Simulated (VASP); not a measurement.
# W (Im-3m) in VASP: notebook, part 2 of 2

VASP 6.6.1. Earlier steps stand in the parts before.

### 3 Single point, PBE

This run uses another cell than the first one, of 17.12 Å³/atom, 1.038 times its volume.

INCAR reads:

```
PREC     = Accurate       # precision mode
ENCUT    = 500            # plane-wave cutoff, eV
EDIFF    = 1E-6           # SCF threshold, eV
ISMEAR   = -1             # smearing method
SIGMA    = 0.1            # smearing width, eV
LREAL    = False          # projectors in reciprocal space
LASPH    = True           # aspherical terms in the spheres
NELM     = 120            # most SCF steps
ALGO     = Normal         # electronic algorithm
ISIF     = 2              # what is computed and relaxed
LWAVE    = False          # write WAVECAR
LCHARG   = True           # write CHGCAR
GGA      = PE             # functional
LELF     = True           # ELF
LVHAR    = True         
NBANDS   = 13             # bands
GGA_COMPAT= False
```

KPOINTS reads:

```
regular mesh
0
Gamma
  8 8 8
```

POSCAR reads:

```
W
1.0
   -1.6236221614      1.6236221614      1.6236221614
    1.6236221614     -1.6236221614      1.6236221614
    1.6236221614      1.6236221614     -1.6236221614
W
1
Direct
    0.0000000000      0.0000000000      0.0000000000
```

Potentials or basis: VASP PAW PBE potentials, release 64 (W_sv).

On the command line:

```bash
> cat potpaw_PBE.64/W_sv/POTCAR > POTCAR
> mpirun -np 1 vasp_std > vasp.out
```

Run time: 13 s. Hardware: 1 thread of Intel Xeon 8259CL, shared host; peak memory 0.14 GiB.

It converged, with:

| Quantity | Value |
| --- | --- |
| Free energy | -12.9109 eV |
| Pressure | -15.4 GPa |
| Band gap on the k mesh | zero (band 7 reaches 14.99 eV, above the bottom of band 8 at 9.26 eV) |

Levels at points of the mesh, in eV from the Fermi level:
```csv
k point,band 4,band 5,band 6,band 7,band 8,band 9,band 10,band 11
"(0.00, 0.00, 0.00)",-37.78,-9.04,-0.94,-0.94,-0.94,2.25,2.25,14.50
"(0.50, 0.00, 0.00)",-37.78,-5.62,-3.04,0.62,2.10,2.99,5.66,10.06
"(0.50, 0.50, 0.50)",-38.48,-5.07,-5.07,4.80,4.80,4.80,7.83,7.83
```

Caveat: spin-orbit coupling is left out, which moves the levels of the heavy elements.

### 4 Single point, PBE

This run uses another cell than the first one, of 15.85 Å³/atom, 0.962 times its volume.

INCAR reads:

```
SYSTEM = W
ALGO     = Normal         ! electronic algorithm
EDIFF    = 1E-6           ! SCF threshold, eV
ENCUT    = 500            ! plane-wave cutoff, eV
GGA      = PE             ! functional
GGA_COMPAT= .False.      
ISIF     = 2              ! what is computed and relaxed
ISMEAR   = -1             ! smearing method
LASPH    = .True.         ! aspherical terms in the spheres
LCHARG   = .False.        ! write CHGCAR
LREAL    = .False.        ! projectors in reciprocal space
LWAVE    = .False.        ! write WAVECAR
NBANDS   = 13             ! bands
NELM     = 120            ! most SCF steps
PREC     = Accurate       ! precision mode
SIGMA    = 0.1            ! smearing width, eV
```

KPOINTS reads:

```
k-points
0
Gamma
  4 4 4
  0 0 0
```

POSCAR reads:

```
W
1.0
   -1.5825000000      1.5825000000      1.5825000000
    1.5825000000     -1.5825000000      1.5825000000
    1.5825000000      1.5825000000     -1.5825000000
W
1
Direct
    0.0000000000      0.0000000000      0.0000000000
```

Potentials or basis: VASP PAW PBE potentials, release 64 (W_sv).

On the command line:

```bash
> cat potpaw_PBE.64/W_sv/POTCAR > POTCAR
> mpirun -np 1 vasp_std > vasp.out
```

OUTCAR:

```text
SYSTEM = W
   EDIFF = 1E-6
   ENCUT = 500
   GGA = PE
   ISIF = 2
   ISMEAR = -1
   LASPH = .True.
   LREAL = .False.
   NELM = 120
   PREC = Accurate

 ion  position               nearest neighbor table
   1  0.000  0.000  0.000-

  LATTYP: Found a body centered cubic cell.
 ALAT       =     3.1650000000

  Lattice vectors:

 A1 = (  -1.5825000000,   1.5825000000,   1.5825000000)
 A2 = (   1.5825000000,  -1.5825000000,   1.5825000000)
 A3 = (   1.5825000000,   1.5825000000,  -1.5825000000)

Analysis of symmetry for initial positions (statically):
=====================================================================
 Subroutine PRICEL returns:
 Original cell was already a primitive cell.

 Routine SETGRP: Setting up the symmetry group for a
 body centered cubic supercell.

 Subroutine GETGRP returns: Found 48 space group operations
[... 9 lines left out ...]

 Routine SETGRP: Setting up the symmetry group for a
 body centered cubic supercell.

[... 137 lines left out ...]
 Fermi energy:        11.2983085957

 k-point     1 :       0.0000    0.0000    0.0000
  band No.  band energies     occupation
      1     -62.5988      2.00000
      2     -26.1748      2.00000
      3     -26.1748      2.00000
      4     -26.1748      2.00000
      5       1.8019      2.00000
      6      10.2838      1.99992
      7      10.2838      1.99992
      8      10.2838      1.99992
      9      13.7626      0.00000
     10      13.7626      0.00000
     11      25.9441      0.00000
     12      25.9441      0.00000
     13      25.9441      0.00000
[... 98 lines left out ...]
  band No.  band energies     occupation
      1     -62.3635      2.00000
      2     -27.0817      2.00000
      3     -27.0817      2.00000
      4     -27.0817      2.00000
      5       5.6263      2.00000
      6       5.6263      2.00000
      7      16.7017      0.00000
      8      16.7017      0.00000
      9      16.7017      0.00000
     10      19.7013      0.00000
     11      19.7013      0.00000
     12      19.7013      0.00000
     13      27.6529      0.00000

------------------------ aborting loop because EDIFF is reached ----------------------------------------

  FORCE on cell =-STRESS in cart. coord.  units (eV):
  Direction    XX          YY          ZZ          XY          YZ          ZX
  --------------------------------------------------------------------------------------
  -------------------------------------------------------------------------------------
  Total        0.5169154      0.5169154      0.5169154      0.0000000     -0.0000000      0.0000000
  in kB       52.2442997     52.2442997     52.2442997      0.0000000     -0.0000000      0.0000000
  external PRESSURE =      52.2442997 kB  Pullay stress =       0.0000000 kB

 VOLUME and BASIS-vectors are now :
 -----------------------------------------------------------------------------
  energy-cutoff  :      500.00
  volume of cell :       15.85
      direct lattice vectors                 reciprocal lattice vectors
    -1.582500000  1.582500000  1.582500000     0.000000000  0.315955766  0.315955766
     1.582500000 -1.582500000  1.582500000     0.315955766  0.000000000  0.315955766
     1.582500000  1.582500000 -1.582500000     0.315955766  0.315955766  0.000000000

 POSITION                                       TOTAL-FORCE (eV/Angst)
 -----------------------------------------------------------------------------------
      0.00000      0.00000      0.00000        -0.000000     -0.000000     -0.000000
 -----------------------------------------------------------------------------------
    total drift:                                0.000000      0.000000      0.000000

  FREE ENERGIE OF THE ION-ELECTRON SYSTEM (eV)
  ---------------------------------------------------
  free  energy   TOTEN  =       -12.7970192412 eV

  energy  without entropy=      -12.7828426727  energy(sigma->0) =      -12.78993096
```

It took 3.7 s on 1 thread of Intel Xeon Platinum 8259CL at 2.50GHz (Skylake/Cascade Lake), shared host; peak memory 0.12 GiB.

What came out:

- Free energy: -12.7970 eV
- Pressure: 5.2 GPa
- Band gap on the k mesh: zero (band 7 reaches 16.70 eV, above the bottom of band 8 at 10.28 eV)

Levels at points of the mesh, in eV from the Fermi level:
| k point | band 5 | band 6 | band 7 | band 8 | band 9 | band 10 |
| --- | --- | --- | --- | --- | --- | --- |
| (0.00, 0.00, 0.00) | -9.50 | -1.01 | -1.01 | -1.01 | 2.46 | 2.46 |
| (0.50, 0.00, 0.00) | -6.11 | -3.37 | 0.82 | 2.37 | 3.35 | 6.39 |
| (0.50, 0.50, 0.50) | -5.67 | -5.67 | 5.40 | 5.40 | 5.40 | 8.40 |

Caveat: the k points lie up to 0.70 Å⁻¹ apart; spin-orbit coupling is left out, which moves the levels of the heavy elements.

### 5 Summary

| cell | k mesh | gap on the mesh (eV) | pressure (GPa) |
| --- | --- | --- | --- |
| a = 2.777 Å, angles 109.5°, 1 atom | 8 × 8 × 8 | none | -5.6 |
| a = 2.812 Å, angles 109.5°, 1 atom | 8 × 8 × 8 | none | -15.4 |
| a = 2.741 Å, angles 109.5°, 1 atom | 4 × 4 × 4 | none | 5.2 |

Alike in all rows: task single point; level PBE; potentials or basis VASP PAW PBE potentials, release 64 (W_sv); no spin polarisation; cutoff (eV) 500; smearing fermi-dirac 0.1 eV.

Caveats: some runs use coarse meshes; spin-orbit coupling is left out, which moves the levels of the heavy elements.

Total energies depend on the potentials used, so only differences within one code and one set of settings carry meaning.
